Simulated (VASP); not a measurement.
# Ge16H (a cell with a defect) in VASP: a series of runs

Ge16H (a cell with a defect) is run at these levels: PBE+D3(BJ); tasks: single point.

Everything below comes from runs of VASP 6.6.1. Logs are shortened: lines on timing, memory, paths and dates and some standing lists are left out, and cuts for length are marked.

### 1 The cell of the first run

The cell holds a defect, 17 atoms: a = 8.004 Å, b = 8.004 Å, c = 8.004 Å, α = 60.00°, β = 60.00°, γ = 60.00°.

### 2 Single point, PBE+D3(BJ)

Contents of INCAR:

```
PREC     = Accurate       # precision mode
ENCUT    = 520            # plane-wave cutoff, eV
EDIFF    = 1E-6           # SCF threshold, eV
ISMEAR   = -1             # smearing method
SIGMA    = 0.05           # smearing width, eV
LREAL    = Auto         
LASPH    = T              # aspherical terms in the spheres
NELM     = 80             # most SCF steps
ALGO     = Normal         # electronic algorithm
ISIF     = 2              # what is computed and relaxed
LWAVE    = F              # write WAVECAR
LCHARG   = F              # write CHGCAR
GGA      = PE             # functional
IVDW     = 12             # dispersion correction
NBANDS   = 126            # bands
```

Contents of KPOINTS:

```
regular mesh
0
Gamma
  2 2 2
```

Contents of POSCAR:

```
Ge16H
1.0
    0.0000000000      5.6600000000      5.6600000000
    5.6600000000      0.0000000000      5.6600000000
    5.6600000000      5.6600000000      0.0000000000
Ge H
16 1
Direct
   -0.0429151943     -0.0764310954      0.1146819788
    0.1502473498      0.1239752650      0.0606007067
   -0.0172703180      0.0535247350      0.4253091873
    0.0806890459      0.1204593640      0.6349293286
    0.0043639576      0.4915017668     -0.0351236749
    0.1825088339      0.5320671378      0.1208480565
   -0.0337367491      0.4865636042      0.5206272085
    0.1102473498      0.6416254417      0.5974028269
    0.5215547703     -0.0126501767     -0.0217314488
    0.6178003534      0.1434010601      0.0940194346
    0.5113604240      0.0246643110      0.4889222615
    0.6280035336      0.1595406360      0.6164134276
    0.5291784452      0.5064045936      0.0319876325
    0.6589664311      0.6184893993      0.1506448763
    0.5028710247      0.5230653710      0.5319522968
    0.6017314488      0.6626148410      0.6691872792
    0.3122614841      0.2205830389      0.2215547703
```

Potentials or basis: VASP PAW PBE potentials, release 64 (Ge_d, H).

Started as:

```
$ cat potpaw_PBE.64/Ge_d/POTCAR potpaw_PBE.64/H/POTCAR > POTCAR
$ mpirun -np 1 vasp_std > vasp.out
```

OUTCAR:

```text
PREC = Accurate
   ENCUT = 520
   EDIFF = 1E-6
   ISMEAR = -1
   LREAL = Auto
   LASPH = T
   NELM = 80
   ISIF = 2
   GGA = PE
   IVDW = 12
 IVDW          = 12

 ion  position               nearest neighbor table
   1  0.957  0.924  0.115-  10 2.42   2 2.50   6 2.71
   2  0.150  0.124  0.061-   5 2.41   3 2.42   9 2.44   1 2.50
   3  0.983  0.054  0.425-  12 2.38   2 2.42   4 2.52   8 2.70
   4  0.081  0.120  0.635-   7 2.40   3 2.52  11 2.84
   5  0.004  0.492  0.965-  14 2.34   8 2.41   2 2.41   6 2.52
   6  0.183  0.532  0.121-  13 2.42   5 2.52   7 2.70   1 2.71
   7  0.966  0.487  0.521-   4 2.40  16 2.45   8 2.48   6 2.70
   8  0.110  0.642  0.597-   5 2.41   7 2.48  15 2.63   3 2.70
   9  0.522  0.987  0.978-  12 2.39  10 2.42   2 2.44  14 2.46
  10  0.618  0.143  0.094-   9 2.42   1 2.42  13 2.46  11 2.59
  11  0.511  0.025  0.489-  16 2.40  12 2.48  10 2.59   4 2.84
  12  0.628  0.160  0.616-   3 2.38  15 2.39   9 2.39  11 2.48
  13  0.529  0.506  0.032-  14 2.36  16 2.40   6 2.42  10 2.46
  14  0.659  0.618  0.151-   5 2.34  13 2.36   9 2.46  15 2.50
  15  0.503  0.523  0.532-  12 2.39  16 2.46  14 2.50   8 2.63
  16  0.602  0.663  0.669-  13 2.40  11 2.40   7 2.45  15 2.46
  17  0.312  0.221  0.222-

  LATTYP: Found a face centered cubic cell.
 ALAT       =    11.3200000000

  Lattice vectors:

 A1 = (   0.0000000000,   5.6600000000,   5.6600000000)
 A2 = (   5.6600000000,   0.0000000000,   5.6600000000)
 A3 = (   5.6600000000,   5.6600000000,   0.0000000000)

Analysis of symmetry for initial positions (statically):
=====================================================================
 Subroutine PRICEL returns:
 Original cell was already a primitive cell.

 Routine SETGRP: Setting up the symmetry group for a
 face centered cubic supercell.

 Subroutine GETGRP returns: Found  1 space group operations
 (whereof  1 operations were pure point group operations)
 out of a pool of 48 trial point group operations.

The static configuration has the point symmetry C_1 .

Analysis of symmetry for dynamics (positions and initial velocities):
=====================================================================
 Subroutine PRICEL returns:
 Original cell was already a primitive cell.

 Routine SETGRP: Setting up the symmetry group for a
 face centered cubic supercell.

 Subroutine GETGRP returns: Found  1 space group operations
 (whereof  1 operations were pure point group operations)
 out of a pool of 48 trial point group operations.

The dynamic configuration has the point symmetry C_1 .

 Subroutine INISYM returns: Found  1 space group operations
 (whereof  1 operations are pure point group operations),
 and found     1 'primitive' translations

----------------------------------------------------------------------------------------

                                     Primitive cell

  volume of cell :     362.6430

  direct lattice vectors                    reciprocal lattice vectors
     0.000000000  5.660000000  5.660000000    -0.088339223  0.088339223  0.088339223
     5.660000000  0.000000000  5.660000000     0.088339223 -0.088339223  0.088339223
     5.660000000  5.660000000  0.000000000     0.088339223  0.088339223 -0.088339223

  length of vectors
     8.004448763  8.004448763  8.004448763     0.153008022  0.153008022  0.153008022

  position of ions in fractional coordinates (direct lattice)
     0.957084806  0.923568905  0.114681979
     0.150247350  0.123975265  0.060600707
     0.982729682  0.053524735  0.425309187
     0.080689046  0.120459364  0.634929329
     0.004363958  0.491501767  0.964876325
     0.182508834  0.532067138  0.120848057
[... 9 lines left out ...]
     0.601731449  0.662614841  0.669187279
     0.312261484  0.220583039  0.221554770

  ion indices of the primitive-cell ions
   primitive index   ion index
                 1           1
                 2           2
                 3           3
                 4           4
                 5           5
                 6           6
[... 9 lines left out ...]
                16          16
                17          17

----------------------------------------------------------------------------------------

 KPOINTS: regular mesh

Automatic generation of k-mesh.
 Grid dimensions read from file:
 generate k-points for:    2    2    2

 Generating k-lattice:

  Cartesian coordinates                     Fractional coordinates (reciprocal lattice)
    -0.044169611  0.044169611  0.044169611     0.500000000  0.000000000  0.000000000
     0.044169611 -0.044169611  0.044169611     0.000000000  0.500000000  0.000000000
     0.044169611  0.044169611 -0.044169611     0.000000000  0.000000000  0.500000000

  Length of vectors
     0.076504011  0.076504011  0.076504011

  Shift w.r.t. Gamma in fractional coordinates (k-lattice)
     0.000000000  0.000000000  0.000000000

 Subroutine IBZKPT returns following result:
 ===========================================

 Found      8 irreducible k-points:

 Following reciprocal coordinates:
            Coordinates               Weight
  0.000000  0.000000  0.000000      1.000000
  0.500000  0.000000  0.000000      1.000000
  0.000000  0.500000  0.000000      1.000000
  0.000000  0.000000  0.500000      1.000000
  0.500000  0.500000  0.500000      1.000000
  0.500000  0.500000  0.000000      1.000000
  0.000000  0.500000  0.500000      1.000000
  0.500000  0.000000  0.500000      1.000000
   k-points           NKPTS =      8   k-points in BZ     NKDIM =      8   number of bands    NBANDS=    126
   number of dos      NEDOS =    301   number of ions     NIONS =     17
   total plane-waves  NPLWV = 216000
   dimension x,y,z NGX =    60 NGY =   60 NGZ =   60
   dimension x,y,z NGXF=   120 NGYF=  120 NGZF=  120
   ions per type =              16   1
   NGX,Y,Z   is equivalent  to a cutoff of  12.46, 12.46, 12.46 a.u.
   NGXF,Y,Z  is equivalent  to a cutoff of  24.92, 24.92, 24.92 a.u.
 SYSTEM =  unknown system
   PREC   = accura    normal or accurate (medium, high low for compatibility)
   ISTART =      0    job   : 0-new  1-cont  2-samecut
   ICHARG =      2    charge: 1-file 2-atom 10-const
   ISPIN  =      1    spin polarized calculation?
   LNONCOLLINEAR =      F non collinear calculations
   LSORBIT =      F    spin-orbit coupling
   LASPH  =      T    aspherical Exc in radial PAW
   ENCUT  =  520.0 eV  38.22 Ry    6.18 a.u.  14.88 14.88 14.88*2*pi/ulx,y,z
   NELM   =     80;   NELMIN=  2; NELMDL= -5     # of ELM steps
   EDIFF  = 0.1E-05   stopping-criterion for ELM
   LREAL  =      T    real-space projection
   EDIFFG = 0.1E-04   stopping-criterion for IOM
   NSW    =      0    number of steps for IOM
   IBRION =     -1    ionic relax: 0-MD 1-quasi-New 2-CG
   NFREE  =      0    steps in history (QN), initial steepest desc. (CG)
   ISIF   =      2    stress and relaxation
   ISYM   =      2    0-nonsym 1-usesym 2-fastsym
   POTIM  = 0.5000    time-step for ionic-motion
   TEBEG  =    0.0;   TEEND  =   0.0 temperature during run
   PSTRESS=    0.0 pullay stress
   NELECT =     225.0000    total number of electrons
   NUPDOWN=      -1.0000    fix difference up-down
   EMIN   =  10.00;   EMAX   =-10.00  energy-range for DOS
   EFERMI =   0.00;   METHOD = LEGACY
   ISMEAR =    -1;   SIGMA  =   0.05  broadening in eV -4-tet -1-fermi 0-gaus
   EFERMI_NEDOS =   21; number of points for ismear=-14 and -15
   IALGO  =     38    algorithm
   IMIX   =      4    mixing-type and parameters
     AMIX     =   0.40;   BMIX     =  1.00
     AMIX_MAG =   1.60;   BMIX_MAG =  1.00
  volume/ion in A,a.u.               =      21.33       143.96
  Fermi-wavevector in a.u.,A,eV,Ry     =   1.396291  2.638607 26.526303  1.949628
  Thomas-Fermi vector in A             =   2.519659
   LORBIT       =      0    0 simple, 1 ext, 2 COOP (PROOUT), +10 PAW based schemes
   GGA     = PE    functional components
   LHFCALC =     F    Hartree Fock is set to
   AEXX    =    0.0000 exact exchange contribution
   IVDW    =    12    specifies the selected vdW correction
   LEPSILON=     F    determine dielectric tensor
   LRPA    =     F    only Hartree local field effects (RPA)
 non-spin polarized calculation
  energy-cutoff  :      520.00
  volume of cell :      362.64
 maximum number of plane-waves:      9841
 NGX is ok and might be reduce to    60
   NGX = 29   NGY = 29   NGZ = 29

 number of electron     225.0000014 magnetization

 Free energy of the ion-electron system (eV)
  ---------------------------------------------------
  ext. energy  EPLUGINS =         0.00000000
  ---------------------------------------------------
  free energy    TOTEN  =       -69.49424717 eV

  energy without entropy =      -69.44971907  energy(sigma->0) =      -69.47198312

 E-fermi :   4.8601     XC(G=0): -10.0394

 val. band max:        4.8410831741   @ k =   0.5000   0.0000   0.0000
 cond. band min:       4.9062416059   @ k =   0.0000   0.0000   0.0000
 fundamental gap:      0.0651584318
 Fermi energy:         4.8600715009

 k-point     1 :       0.0000    0.0000    0.0000
  band No.  band energies     occupation
      1     -20.0416      2.00000
      2     -20.0079      2.00000
      3     -19.9752      2.00000
      4     -19.9613      2.00000
      5     -19.9508      2.00000
      6     -19.9407      2.00000
[... 116 lines left out ...]
    123       6.3657      0.00000
    124       7.4944      0.00000

 k-point     2 :       0.5000    0.0000    0.0000
  band No.  band energies     occupation
      1     -20.0426      2.00000
      2     -20.0115      2.00000
      3     -19.9763      2.00000
      4     -19.9734      2.00000
      5     -19.9478      2.00000
      6     -19.9460      2.00000
[... 878 lines left out ...]
    123       8.5774      0.00000
    124       8.7030      0.00000
 [bands above 124 left out]

------------------------ aborting loop because EDIFF is reached ----------------------------------------

 Edisp (eV)   -5.00914

 E8    (eV) :    -2.2196

  FORCE on cell =-STRESS in cart. coord.  units (eV):
  Direction    XX          YY          ZZ          XY          YZ          ZX
  --------------------------------------------------------------------------------------
  -------------------------------------------------------------------------------------
  Total       7.07511     8.13788     5.94165    -1.27039     0.45763     1.76766
  in kB      31.25825    35.95362    26.25054    -5.61267     2.02182     7.80964
  external pressure =       31.15 kB  Pullay stress =        0.00 kB

 VOLUME and BASIS-vectors are now :
 -----------------------------------------------------------------------------
  energy-cutoff  :      520.00
  volume of cell :      362.64
      direct lattice vectors                 reciprocal lattice vectors
     0.000000000  5.660000000  5.660000000    -0.088339223  0.088339223  0.088339223
     5.660000000  0.000000000  5.660000000     0.088339223 -0.088339223  0.088339223
     5.660000000  5.660000000  0.000000000     0.088339223  0.088339223 -0.088339223

 POSITION                                       TOTAL-FORCE (eV/Angst)
 -----------------------------------------------------------------------------------
      5.87650      6.06620     10.64450        -1.130700      0.113120      0.392834
      1.04470      1.19340      1.55210        -0.326881     -0.235873     -0.352088
      2.71020      7.96950      5.86520        -0.098473      1.764872     -0.563078
      4.27550      4.05040      1.13850        -0.449354      1.092034      0.229863
      8.24310      5.48590      2.80660        -0.288994      0.393537      0.980713
      3.69550      1.71700      4.04450         0.692318      0.273380     -1.156185
[... 9 lines left out ...]
      7.53800      7.19340      7.15620        -0.655890     -0.118344      0.267418
      2.50250      3.02140      3.01590         0.356298     -0.457916      0.500046
 -----------------------------------------------------------------------------------
    total drift:                               -0.000088     -0.002456     -0.001721

  FREE ENERGIE OF THE ION-ELECTRON SYSTEM (eV)
  ---------------------------------------------------
  free  energy   TOTEN  =       -74.5033863041 eV

  energy  without entropy=      -74.4588582080  energy(sigma->0) =      -74.48112226
```

It took 12 min on 1 thread of Intel Xeon Platinum 8488C (Sapphire Rapids), shared host; peak memory 0.6 GiB.

What came out:

* Free energy: -74.5034 eV
* Pressure: 3.1 GPa
* Largest force: 1.855 eV/Å
* Band gap on the k mesh: zero (an odd number of electrons rules out a gap without spin polarisation)
* Dispersion energy per atom: -0.295 eV

Forces in eV/Å, atoms in the order of the input:
```
Ge  -1.131  0.113  0.393
Ge  -0.327 -0.236 -0.352
Ge  -0.098  1.765 -0.563
Ge  -0.449  1.092  0.230
Ge  -0.289  0.394  0.981
Ge   0.692  0.273 -1.156
Ge  -0.182  0.044  0.733
Ge  -0.004 -0.390  1.072
Ge  -0.163  0.098 -0.158
Ge   0.942  0.143 -0.158
Ge   0.838 -0.943 -0.467
Ge  -0.507 -0.528 -0.320
Ge  -0.604 -0.332 -0.477
Ge   1.214  0.192 -0.205
Ge   0.369 -1.110 -0.319
Ge  -0.656 -0.118  0.267
H    0.356 -0.458  0.500
```

Levels at points of the mesh, in eV from the Fermi level:
```csv
k point,band 110,band 111,band 112,band 113,band 114,band 115
"(0.00, 0.00, 0.00)",-0.73,-0.55,-0.23,-0.07,0.05,0.07
"(0.50, 0.00, 0.00)",-1.04,-0.84,-0.29,-0.02,0.51,0.78
"(0.00, 0.50, 0.00)",-0.74,-0.61,-0.39,0.09,0.49,0.58
"(0.00, 0.00, 0.50)",-0.89,-0.73,-0.53,-0.11,0.45,0.72
"(0.50, 0.50, 0.50)",-0.92,-0.65,-0.31,0.12,0.55,0.65
"(0.50, 0.50, 0.00)",-1.16,-0.94,-0.69,-0.27,0.83,1.47
"(0.00, 0.50, 0.50)",-1.22,-0.78,-0.57,0.26,0.74,1.22
"(0.50, 0.00, 0.50)",-1.04,-0.91,-0.50,0.23,0.71,1.32
```

Caveat: the k points lie up to 0.48 Å⁻¹ apart, too coarse for converged energies and pressures of a metal.

(Part 1 of 2 ends here.)

The gap in the log of VASP goes by the Fermi energy; the results here count the filled bands.